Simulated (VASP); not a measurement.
The system is Ni.

```
CELL_PARAMETERS angstrom
0.00000 1.76194 1.76194
1.76194 0.00000 1.76194
1.76194 1.76194 0.00000
ATOMIC_POSITIONS crystal
Ni 0.00000 0.00000 0.00000
```

```yaml
Program: VASP 6.6.1
Task: relaxation of cell and atoms
Functional: BLYP
Potentials_or_basis: VASP PAW PBE potentials, release 64 (Ni)
Cutoff: 600 eV
k_mesh: 15 × 15 × 15
Occupations: fermi-dirac, width 0.1 eV
Spin: no spin polarisation
```

At the start: pressure 7.9 GPa; volume 10.94 Å³/atom.

Q: How do energy, volume and symmetry change on relaxing?

A: Over 3 steps the energy falls by 11.2 meV/atom and the volume is 11.42 Å³/atom (+4.3 %); space group Fm-3m (No. 225, to 0.1 Å) before and after.

Step by step:
```
step  energy change (eV)  largest force (eV/Å)  pressure (GPa)  volume (Å³)
   1              0.0000                0.0000            7.95        10.94
   2             -0.0041                0.0000           -5.42        11.82
   3             -0.0112                0.0000           -0.05        11.42
```

Final structure:
```yaml
crystal:
  lattice:
    - [0.00000, 1.78711, 1.78711]
    - [1.78711, 0.00000, 1.78711]
    - [1.78711, 1.78711, 0.00000]
  atoms:
    - { symbol: Ni, position: [0.00000, 0.00000, 0.00000] }
```

Caveat: the PAW data sets were made with another functional, which shifts forces and pressure a little; the run has no spin polarisation, though such a crystal can be magnetic.
